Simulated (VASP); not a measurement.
Crystal: FeO (Wuestite).

```
Fe O
1.0
     0.00000    2.15540    2.15540
     2.15540    0.00000    2.15540
     2.15540    2.15540    0.00000
Fe O
1 1
Direct
  0.00000 0.00000 0.00000
  0.50000 0.50000 0.50000
```

| Quantity | Value |
| --- | --- |
| Program | VASP 6.6.1 |
| Task | relaxation of cell and atoms |
| Functional | LDA |
| Potentials or basis | VASP PAW LDA potentials, release 64 (Fe, O) |
| Cutoff | 600 eV |
| k mesh | 11 × 11 × 11 |
| Occupations | fermi-dirac, width 0.05 eV |
| Spin | collinear spin, ferromagnetic start |
| Starting moments | [3.0, 0.0] μB |

At the start: pressure -15.6 GPa; volume 10.01 Å³/atom.

Q: Where does the relaxation end?

A: Over 4 steps the energy falls by 46.9 meV/atom and the volume is 9.09 Å³/atom (-9.2 %); space group Fm-3m (No. 225, to 0.05 Å); moment 3.75 μB per cell.

The path:
```
step  energy change (eV)  largest force (eV/Å)  pressure (GPa)  volume (Å³)
   1              0.0000                0.0000          -15.61        20.03
   2             -0.0744                0.0000            7.33        17.33
   3             -0.0937                0.0000            0.40        18.15
   4             -0.0937                0.0000           -0.02        18.19
```

Final structure:
```
Fe O
1.0
     0.00000    2.08731    2.08731
     2.08731    0.00000    2.08731
     2.08731    2.08731    0.00000
Fe O
1 1
Direct
  0.00000 0.00000 0.00000
  0.50000 0.50000 0.50000
```

Caveat: a cell with one magnetic atom can't hold antiferromagnetic order, which such compounds often take.
